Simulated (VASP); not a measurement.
# MoH6 (P-6m2) in VASP: single point with PBE

Aim: the single point of MoH6 with PBE.

All numbers are computed with VASP 6.6.1; they aren't measurements. Logs are shortened: lines on timing, memory, paths and dates and some standing lists are left out, and cuts for length are marked.

## 1. The cell of the first run

The structure is hexagonal, space group P-6m2 (No. 187). The conventional cell has a = 5.430 Å, b = 5.430 Å, c = 3.163 Å, α = 90.00°, β = 90.00°, γ = 120.00°. Within 2.0 Å of H (site symmetry m) lie 2 H at 1.48 to 1.68 Å and 1 Mo at 1.71 Å. Within 2.3 Å of Mo (site symmetry -6m2) lie 6 H at 1.71 Å.

## 2. Single point, PBE

INCAR reads:

```
  PREC = Accurate
  ENCUT = 500
  EDIFF = 1E-6
  ISMEAR = 0
  SIGMA = 0.15
  LREAL = F
  LASPH = T
  NELM = 120
  ALGO = Normal
  ISIF = 2
  LWAVE = F
  LCHARG = T
  GGA = PE
  LELF = T
  LVHAR = T
  NBANDS = 19
  GGA_COMPAT = F
```

KPOINTS reads:

```
regular mesh
0
Gamma
  3 3 3
```

POSCAR reads:

```
MoH6
1.0
    5.4301993566      0.0000000000      0.0000000000
   -2.7150996783      4.7026905904      0.0000000000
    0.0000000000      0.0000000000      3.1634060429
H Mo
6 1
Direct
    0.1587050958      0.3174101915      0.2653706998
    0.1587050958      0.8412949042      0.7346293002
    0.6825898085      0.8412949042      0.2653706998
    0.1587050958      0.3174101915      0.7346293002
    0.1587050958      0.8412949042      0.2653706998
    0.6825898085      0.8412949042      0.7346293002
    0.0000000000      0.0000000000      0.0000000000
```

Potentials or basis: VASP PAW PBE potentials, release 64 (H, Mo_sv).

Started as:

```bash
$ cat potpaw_PBE.64/H/POTCAR potpaw_PBE.64/Mo_sv/POTCAR > POTCAR
$ mpirun -np 1 vasp_std > vasp.out
```

OUTCAR:

```text
PREC = Accurate
   ENCUT = 500
   EDIFF = 1E-6
   ISMEAR = 0
   LREAL = F
   LASPH = T
   NELM = 120
   ISIF = 2
   GGA = PE

 ion  position               nearest neighbor table
   1  0.159  0.317  0.265-   7 1.71
   2  0.159  0.841  0.735-   7 1.71
   3  0.683  0.841  0.265-   7 1.71
   4  0.159  0.317  0.735-   7 1.71
   5  0.159  0.841  0.265-   7 1.71
   6  0.683  0.841  0.735-   7 1.71
   7  0.000  0.000  0.000-   1 1.71   4 1.71   3 1.71   6 1.71   5 1.71   2 1.71

  LATTYP: Found a hexagonal cell.
 ALAT       =     5.4301993566
 C/A-ratio  =     0.5825579938

  Lattice vectors:

 A1 = (   5.4301993566,   0.0000000000,   0.0000000000)
 A2 = (  -2.7150996783,   4.7026905904,   0.0000000000)
 A3 = (   0.0000000000,   0.0000000000,   3.1634060429)

Analysis of symmetry for initial positions (statically):
=====================================================================
 Subroutine PRICEL returns:
 Original cell was already a primitive cell.

 Routine SETGRP: Setting up the symmetry group for a
 hexagonal supercell.

 Subroutine GETGRP returns: Found 12 space group operations
 (whereof 12 operations were pure point group operations)
 out of a pool of 24 trial point group operations.

The static configuration has the point symmetry D_3h.

Analysis of symmetry for dynamics (positions and initial velocities):
=====================================================================
 Subroutine PRICEL returns:
 Original cell was already a primitive cell.

 Routine SETGRP: Setting up the symmetry group for a
 hexagonal supercell.

 Subroutine GETGRP returns: Found 12 space group operations
 (whereof 12 operations were pure point group operations)
 out of a pool of 24 trial point group operations.

The dynamic configuration has the point symmetry D_3h.

 Subroutine INISYM returns: Found 12 space group operations
 (whereof 12 operations are pure point group operations),
 and found     1 'primitive' translations

----------------------------------------------------------------------------------------

                                     Primitive cell

  volume of cell :      80.7825

  direct lattice vectors                    reciprocal lattice vectors
     5.430199357  0.000000000  0.000000000     0.184155302  0.106322113  0.000000000
    -2.715099678  4.702690590  0.000000000     0.000000000  0.212644226  0.000000000
     0.000000000  0.000000000  3.163406043     0.000000000  0.000000000  0.316114968

  length of vectors
     5.430199357  5.430199357  3.163406043     0.212644226  0.212644226  0.316114968

  position of ions in fractional coordinates (direct lattice)
     0.158705096  0.317410192  0.265370700
     0.158705096  0.841294904  0.734629300
     0.682589808  0.841294904  0.265370700
     0.158705096  0.317410192  0.734629300
     0.158705096  0.841294904  0.265370700
     0.682589808  0.841294904  0.734629300
     0.000000000  0.000000000  0.000000000

  ion indices of the primitive-cell ions
   primitive index   ion index
                 1           1
                 2           2
                 3           3
                 4           4
                 5           5
                 6           6
                 7           7

----------------------------------------------------------------------------------------

 KPOINTS: regular mesh

Automatic generation of k-mesh.
 Grid dimensions read from file:
 generate k-points for:    3    3    3

 Generating k-lattice:

  Cartesian coordinates                     Fractional coordinates (reciprocal lattice)
     0.061385101  0.035440704  0.000000000     0.333333333  0.000000000  0.000000000
     0.000000000  0.070881409  0.000000000     0.000000000  0.333333333  0.000000000
     0.000000000  0.000000000  0.105371656     0.000000000  0.000000000  0.333333333

  Length of vectors
     0.070881409  0.070881409  0.105371656

  Shift w.r.t. Gamma in fractional coordinates (k-lattice)
     0.000000000  0.000000000  0.000000000

 Subroutine IBZKPT returns following result:
 ===========================================

 Found      6 irreducible k-points:

 Following reciprocal coordinates:
            Coordinates               Weight
  0.000000  0.000000  0.000000      1.000000
  0.333333  0.000000  0.000000      6.000000
  0.333333  0.333333  0.000000      2.000000
  0.000000  0.000000  0.333333      2.000000
  0.333333  0.000000  0.333333     12.000000
  0.333333  0.333333  0.333333      4.000000
   k-points           NKPTS =      6   k-points in BZ     NKDIM =      6   number of bands    NBANDS=     19
   number of dos      NEDOS =    301   number of ions     NIONS =      7
   total plane-waves  NPLWV =  38400
   dimension x,y,z NGX =    40 NGY =   40 NGZ =   24
   dimension x,y,z NGXF=    80 NGYF=   80 NGZF=   48
   ions per type =               6   1
   NGX,Y,Z   is equivalent  to a cutoff of  12.25, 12.25, 12.61 a.u.
   NGXF,Y,Z  is equivalent  to a cutoff of  24.49, 24.49, 25.23 a.u.
 SYSTEM =  unknown system
   PREC   = accura    normal or accurate (medium, high low for compatibility)
   ISTART =      0    job   : 0-new  1-cont  2-samecut
   ICHARG =      2    charge: 1-file 2-atom 10-const
   ISPIN  =      1    spin polarized calculation?
   LNONCOLLINEAR =      F non collinear calculations
   LSORBIT =      F    spin-orbit coupling
   LASPH  =      T    aspherical Exc in radial PAW
   ENCUT  =  500.0 eV  36.75 Ry    6.06 a.u.   9.90  9.90  5.77*2*pi/ulx,y,z
   NELM   =    120;   NELMIN=  2; NELMDL= -5     # of ELM steps
   EDIFF  = 0.1E-05   stopping-criterion for ELM
   LREAL  =      F    real-space projection
   EDIFFG = 0.1E-04   stopping-criterion for IOM
   NSW    =      0    number of steps for IOM
   IBRION =     -1    ionic relax: 0-MD 1-quasi-New 2-CG
   NFREE  =      0    steps in history (QN), initial steepest desc. (CG)
   ISIF   =      2    stress and relaxation
   ISYM   =      2    0-nonsym 1-usesym 2-fastsym
   POTIM  = 0.5000    time-step for ionic-motion
   TEBEG  =    0.0;   TEEND  =   0.0 temperature during run
   PSTRESS=    0.0 pullay stress
   NELECT =      20.0000    total number of electrons
   NUPDOWN=      -1.0000    fix difference up-down
   EMIN   =  10.00;   EMAX   =-10.00  energy-range for DOS
   EFERMI =   0.00;   METHOD = LEGACY
   ISMEAR =     0;   SIGMA  =   0.15  broadening in eV -4-tet -1-fermi 0-gaus
   EFERMI_NEDOS =   21; number of points for ismear=-14 and -15
   IALGO  =     38    algorithm
   IMIX   =      4    mixing-type and parameters
     AMIX     =   0.40;   BMIX     =  1.00
     AMIX_MAG =   1.60;   BMIX_MAG =  1.00
  volume/ion in A,a.u.               =      11.54        77.88
  Fermi-wavevector in a.u.,A,eV,Ry     =   1.027967  1.942576 14.377493  1.056716
  Thomas-Fermi vector in A             =   2.161939
   LORBIT       =      0    0 simple, 1 ext, 2 COOP (PROOUT), +10 PAW based schemes
   GGA     = PE    functional components
   LHFCALC =     F    Hartree Fock is set to
   AEXX    =    0.0000 exact exchange contribution
   IVDW    =     0    specifies the selected vdW correction
   LEPSILON=     F    determine dielectric tensor
   LRPA    =     F    only Hartree local field effects (RPA)
 non-spin polarized calculation
 Gauss-broadening in eV      SIGMA  =   0.15
  energy-cutoff  :      500.00
  volume of cell :       80.78
 maximum number of plane-waves:      2070
 NGX is ok and might be reduce to    40
   NGX = 19   NGY = 19   NGZ = 11

 number of electron      20.0000003 magnetization

 Free energy of the ion-electron system (eV)
  ---------------------------------------------------
  ext. energy  EPLUGINS =         0.00000000
  ---------------------------------------------------
  free energy    TOTEN  =       -27.10040179 eV

  energy without entropy =      -27.10026012  energy(sigma->0) =      -27.10033096

 E-fermi :  -0.3950     XC(G=0):  -7.0755

 val. band max:       -0.7592296475   @ k =   0.0000   0.0000   0.0000
 cond. band min:      -0.0748778861   @ k =   0.3333   0.3333   0.0000
 fundamental gap:      0.6843517614
 Fermi energy:        -0.3950498170

 k-point     1 :       0.0000    0.0000    0.0000
  band No.  band energies     occupation
      1     -60.3010      2.00000
      2     -34.6864      2.00000
      3     -34.6864      2.00000
      4     -33.9555      2.00000
      5      -7.4512      2.00000
      6      -5.1524      2.00000
[... 11 lines left out ...]
     18       9.6359      0.00000
     19       9.6359      0.00000

 k-point     2 :       0.3333    0.0000    0.0000
  band No.  band energies     occupation
      1     -60.3010      2.00000
      2     -34.6866      2.00000
      3     -34.6864      2.00000
      4     -33.9555      2.00000
      5      -7.0915      2.00000
      6      -5.6096      2.00000
[... 11 lines left out ...]
     18       9.1731      0.00000
     19       9.7004      0.00000

 k-point     3 :       0.3333    0.3333    0.0000
  band No.  band energies     occupation
      1     -60.3010      2.00000
      2     -34.6867      2.00000
      3     -34.6866      2.00000
      4     -33.9555      2.00000
      5      -6.7896      2.00000
      6      -5.9538      2.00000
[... 11 lines left out ...]
     18       9.4869      0.00000
     19       9.7546      0.00000

 k-point     4 :       0.0000    0.0000    0.3333
  band No.  band energies     occupation
      1     -60.2872      2.00000
      2     -34.6653      2.00000
      3     -34.6653      2.00000
      4     -34.1384      2.00000
      5      -5.7018      2.00000
      6      -4.6576      2.00000
[... 11 lines left out ...]
     18       9.0155      0.00000
     19       9.0155      0.00000

 k-point     5 :       0.3333    0.0000    0.3333
  band No.  band energies     occupation
      1     -60.2872      2.00000
      2     -34.6655      2.00000
      3     -34.6653      2.00000
      4     -34.1384      2.00000
      5      -5.4473      2.00000
      6      -4.8410      2.00000
[... 11 lines left out ...]
     18       9.5730      0.00000
     19      10.3288      0.00000

 k-point     6 :       0.3333    0.3333    0.3333
  band No.  band energies     occupation
      1     -60.2873      2.00000
      2     -34.6655      2.00000
      3     -34.6654      2.00000
      4     -34.1384      2.00000
      5      -5.2238      2.00000
      6      -5.0014      2.00000
[... 11 lines left out ...]
     18       9.7337      0.00000
     19      10.6289      0.00000

------------------------ aborting loop because EDIFF is reached ----------------------------------------

  FORCE on cell =-STRESS in cart. coord.  units (eV):
  Direction    XX          YY          ZZ          XY          YZ          ZX
  --------------------------------------------------------------------------------------
  -------------------------------------------------------------------------------------
  Total       -0.0293406     -0.0293406     -0.1952622      0.0000000     -0.0000000      0.0000000
  in kB       -0.5819187     -0.5819187     -3.8726794      0.0000000     -0.0000000      0.0000000
  external PRESSURE =      -1.6788389 kB  Pullay stress =       0.0000000 kB

 VOLUME and BASIS-vectors are now :
 -----------------------------------------------------------------------------
  energy-cutoff  :      500.00
  volume of cell :       80.78
      direct lattice vectors                 reciprocal lattice vectors
     5.430199357  0.000000000  0.000000000     0.184155302  0.106322113  0.000000000
    -2.715099678  4.702690590  0.000000000     0.000000000  0.212644226  0.000000000
     0.000000000  0.000000000  3.163406043     0.000000000  0.000000000  0.316114968

 POSITION                                       TOTAL-FORCE (eV/Angst)
 -----------------------------------------------------------------------------------
      0.00000      1.49268      0.83948        -0.000000      0.000315     -0.003212
     -1.42240      3.95635      2.32393         0.000273     -0.000157      0.003212
      1.42240      3.95635      0.83948        -0.000273     -0.000157     -0.003212
      0.00000      1.49268      2.32393        -0.000000      0.000315      0.003212
     -1.42240      3.95635      0.83948         0.000273     -0.000157     -0.003212
      1.42240      3.95635      2.32393        -0.000273     -0.000157      0.003212
      0.00000      0.00000      0.00000         0.000000      0.000000      0.000000
 -----------------------------------------------------------------------------------
    total drift:                               -0.000000      0.000000      0.000000

  FREE ENERGIE OF THE ION-ELECTRON SYSTEM (eV)
  ---------------------------------------------------
  free  energy   TOTEN  =       -27.1004017934 eV

  energy  without entropy=      -27.1002601216  energy(sigma->0) =      -27.10033096
```

It took 22 s on 1 thread of AMD EPYC 7R43 (Zen 3), shared host; peak memory 0.14 GiB.

Results:

| Property | Result |
| --- | --- |
| Free energy | -27.1004 eV |
| Pressure | -0.2 GPa |
| Largest force | 0.003 eV/Å |
| Band gap on the k mesh | 0.68 eV, indirect (least direct gap 0.70 eV) |

Forces in eV/Å, atoms in the order of the input:
```
H    0.000  0.000 -0.003
H    0.000  0.000  0.003
H    0.000  0.000 -0.003
H    0.000  0.000  0.003
H    0.000  0.000 -0.003
H    0.000  0.000  0.003
Mo   0.000  0.000  0.000
```

Stress tensor (GPa, compression positive):
```
-0.06  0.00  0.00
 0.00 -0.06  0.00
 0.00  0.00 -0.39
```

Levels at points of the mesh, in eV from the valence-band top:
| k point | band 6 | band 7 | band 8 | band 9 | band 10 | band 11 | band 12 | band 13 | band 14 | band 15 |
| --- | --- | --- | --- | --- | --- | --- | --- | --- | --- | --- |
| (0.00, 0.00, 0.00) | -4.39 | -4.39 | -0.44 | 0.00 | 0.00 | 1.65 | 1.65 | 5.17 | 6.27 | 6.74 |

Caveat: the k points lie up to 0.66 Å⁻¹ apart.
